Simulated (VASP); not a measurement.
The system is ZnS.

```xyz
2
Lattice="0.0000 2.7218 2.7218 2.7218 0.0000 2.7218 2.7218 2.7218 0.0000" Properties=species:S:1:pos:R:3 pbc="T T T"
Zn    0.0000    0.0000    0.0000
S     1.3609    1.3609    1.3609
```

```yaml
Program: VASP 6.6.1
Task: relaxation of cell and atoms
Functional: r2SCAN
Potentials_or_basis: VASP PAW PBE potentials, release 64 (Zn, S)
Cutoff: 600 eV
k_mesh: 8 × 8 × 8
Occupations: fermi-dirac, width 0.02 eV
Spin: no spin polarisation
```

At the start: pressure -2.2 GPa; volume 20.16 Å³/atom.

Task: How do energy, volume and symmetry change on relaxing?

Result: Over 4 steps the energy falls by 4.5 meV/atom and the volume is 19.57 Å³/atom (-3.0 %); space group F-43m (No. 216, to 0.05 Å).

Step by step:
```csv
step,energy change (eV),largest force (eV/Å),pressure (GPa),volume (Å³)
1,0.0000,0.0000,-2.21,40.33
2,-0.0081,0.0000,0.84,38.73
3,-0.0090,0.0000,0.08,39.09
4,-0.0090,0.0000,0.02,39.13
```

Final structure:
```cif
data_structure
_symmetry_space_group_name_H-M 'P 1'
_symmetry_Int_Tables_number 1
_cell_length_a 3.8109
_cell_length_b 3.8109
_cell_length_c 3.8109
_cell_angle_alpha 60.000
_cell_angle_beta 60.000
_cell_angle_gamma 60.000
_cell_volume 39.13
loop_
_atom_site_label
_atom_site_type_symbol
_atom_site_fract_x
_atom_site_fract_y
_atom_site_fract_z
_atom_site_occupancy
Zn1 Zn 0.00000 0.00000 0.00000 1
S1 S 0.25000 0.25000 0.25000 1
```

Caveat: the PAW data sets were made with another functional, which shifts forces and pressure a little.
